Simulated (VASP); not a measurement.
NaOs, 4 atoms in the cell. The structure is orthorhombic, space group Pmmn (No. 59). Conventional cell: a = 2.729 Å, b = 3.863 Å, c = 8.530 Å, α = 90.00°, β = 90.00°, γ = 90.00°. Na (site symmetry mm2) has 2 Na at 2.73 Å and 5 Os at 3.11 to 3.23 Å within 3.6 Å. Os (site symmetry mm2) has 6 Os at 2.53 to 2.73 Å and 5 Na at 3.11 to 3.23 Å within 3.3 Å. The cell was generated, and may not be a known phase.

| Item | Value |
| --- | --- |
| Program | VASP 6.6.1 |
| Task | relaxation of cell and atoms |
| Functional | PBE |
| Potentials or basis | VASP PAW PBE potentials, release 64 (Na_pv, Os) |
| Cutoff | 600 eV |
| k mesh | 14 × 10 × 4 |
| Occupations | gaussian, width 0.1 eV |
| Spin | no spin polarisation |
| Dipole correction | no |
| Further INCAR settings | ALGO = Fast; EDIFF = 1e-06; IBRION = 2; EDIFFG = -0.01; NSW = 100; ISIF = 3 |

Potentials or basis: VASP PAW PBE potentials, release 64 (Na_pv, Os).

The run is started by

```bash
$ cat potpaw_PBE.64/Na_pv/POTCAR potpaw_PBE.64/Os/POTCAR > POTCAR
$ mpirun -np 1 vasp_std > vasp.out
```

Hardware: 1 thread of Intel Xeon 8259CL, on a shared host.

Problem. Estimate the wall time of this run.

Solution. Run time: 32 min on 1 thread of Intel Xeon 8259CL, on a shared host, peak memory 0.45 GiB. Counts: scf iterations 72, k points 144, ion steps 12.
